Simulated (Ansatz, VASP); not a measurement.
**Two plane-wave programs on ZrC**

```xyz
4
Lattice="3.3610 0.0225 -0.0298 -1.6610 2.8996 0.0295 -0.0464 0.0264 5.3328" Properties=species:S:1:pos:R:3 pbc="T T T"
Zr   -0.0017    1.9742    1.3220
Zr    1.7369    0.9856    3.9680
C     0.0837    0.0521   -0.0044
C     0.0318    0.0264    2.6173
```

Change from the starting cell: ecut displaced: 600 eV.

Alike in both runs: task single point; functional PBE; k mesh 10 × 10 × 6; occupations gaussian, width 0.1 eV; no spin polarisation.

|  | VASP | Ansatz |
| --- | --- | --- |
| version | VASP 6.6.1 | Ansatz 0.2.0 |
| potentials or method | VASP PAW PBE potentials, release 64 (Zr_sv, C), cutoff 520 eV | scalar-relativistic, plane waves, PAW |
| valence electrons in the cell | 32 | 32 |

|  | VASP | Ansatz | Ansatz less VASP |
| --- | --- | --- | --- |
| gap on the k mesh at the Fermi level (eV) | none | none | - |
| pressure (GPa) | 1.0 | 0.8 | -0.23 |
| traceless stress, the component that is largest in VASP (GPa) | 2.95 | 2.94 | -0.008 |
| rms of the force components (eV/Å) | 0.446 | 0.444 | -0.0016 |

Atom by atom the forces differ by 0.002 eV/Å (rms over components). A gap of «none» marks a metal or a gap that the smearing closes. The functional is the same, so the differences come from potentials, cutoffs and numerics.
